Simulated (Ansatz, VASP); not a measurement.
## One calculation of PbS, two programs

POSCAR

```
PbS
1.0
    4.9970879532      0.0000000000      0.0000000000
   -2.4985439766      4.3276051124      0.0000000000
    0.0000000000      0.0000000000      5.9970707068
Pb S
2 2
Direct
    0.3333333333      0.6666666667      0.2500000000
    0.6666666667      0.3333333333      0.7500000000
    0.6666666667      0.3333333333      0.2500000000
    0.3333333333      0.6666666667      0.7500000000
```

INCAR.step1

```
SYSTEM = PbS
PREC = Accurate
ENCUT = 520
ISMEAR = 0
SIGMA = 0.01
LREAL = .False.
LASPH = .True.
NELM = 60
NBANDS = 28
GGA = PE
ALGO = Normal
EDIFF = 1E-4
LWAVE = .True.
LCHARG = .False.
```

INCAR.step2

```
SYSTEM = PbS
PREC = Accurate
ENCUT = 520
EDIFF = 1E-7
ISMEAR = 0
SIGMA = 0.01
LREAL = .False.
LASPH = .True.
NELM = 60
ALGO = Normal
ISIF = 2
LWAVE = .False.
LCHARG = .False.
METAGGA = R2SCAN
LMIXTAU = .True.
NBANDS = 28
ISTART = 1
```

File KPOINTS:

```
regular mesh
0
Gamma
  6 6 4
  0 0 0
```

Input for Ansatz:

```yaml
crystal:
  lattice:
    - [4.9970879532, 0.0, 0.0]
    - [-2.4985439766, 4.3276051124, 0.0]
    - [0.0, 0.0, 5.9970707068]
  atoms:
    - { symbol: Pb, position: [0.3333333333, 0.6666666667, 0.25] }
    - { symbol: Pb, position: [0.6666666667, 0.3333333333, 0.75] }
    - { symbol: S, position: [0.6666666667, 0.3333333333, 0.25] }
    - { symbol: S, position: [0.3333333333, 0.6666666667, 0.75] }
kpoints:
  mp_grid: { grid: [6, 6, 4] }
  band_path:
    path:
      - [0.0, 0.0, 0.0]
      - [0.5, 0.0, 0.0]
      - [0.3333333333, 0.3333333333, 0.0]
      - [0.0, 0.0, 0.5]
      - [0.5, 0.0, 0.5]
      - [0.3333333333, 0.3333333333, 0.5]
    npoints: 1
hamiltonian:
  xc: r2scan
scf:
  occupations: { method: fixed }
  n_extra_bands: 5
output:
  forces: true
  stress: true
  eigenvalues: true
```

Alike in both runs: task single point; functional r2SCAN; k mesh 6 × 6 × 4; no spin polarisation.

```csv
,VASP,Ansatz
version,VASP 6.6.1,Ansatz 0.2.0
potentials or method,"VASP PAW PBE potentials, release 64 (Pb_d, S)","plane waves, PAW"
plane-wave cutoff (eV),520,500
occupations,"gaussian, width 0.01 eV",fixed
valence electrons in the cell,40,40
```

```tsv
	VASP	Ansatz	Ansatz less VASP
gap on the k mesh at the Fermi level (eV)	1.73	1.72	-0.005
pressure (GPa)	0.0	0.0	+0.01
```

VASP's potentials were made for PBE, not for r2SCAN.

Neither program's run includes spin-orbit coupling.
